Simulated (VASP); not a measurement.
Input of a VASP 6.6.1 run:

Contents of INCAR:

```
SYSTEM = BiTe3
ALGO = Normal ; EDIFF = 1E-6
ENCUT = 520 ; GGA = PE
ISIF = 2 ; ISMEAR = 0
LASPH = .TRUE. ; LCHARG = .TRUE.
LELF = .TRUE. ; LREAL = .FALSE.
LVHAR = .TRUE. ; LWAVE = .FALSE.
NBANDS = 24 ; NELM = 100
PREC = Accurate ; SIGMA = 0.1
```

File KPOINTS:

```
k-points
0
G
  10 10 10
  0 0 0
```

The input POSCAR:

```
BiTe3
1.0
    4.8978828926      0.0000000000      0.0000000000
    0.0000000000      4.8978828926      0.0000000000
    0.0000000000      0.0000000000      4.8978828926
Bi Te
1 3
Direct
    0.0000000000      0.0000000000      0.0000000000
    0.0000000000      0.5000000000      0.5000000000
    0.5000000000      0.0000000000      0.5000000000
    0.5000000000      0.5000000000      0.0000000000
```

Potentials or basis: VASP PAW PBE potentials, release 64 (Bi_d, Te).

The run is started by

```bash
$ cat potpaw_PBE.64/Bi_d/POTCAR potpaw_PBE.64/Te/POTCAR > POTCAR
$ mpirun -np 1 vasp_std > vasp.out
```

Task: Estimate the pressure.

Result: -0.1 GPa.
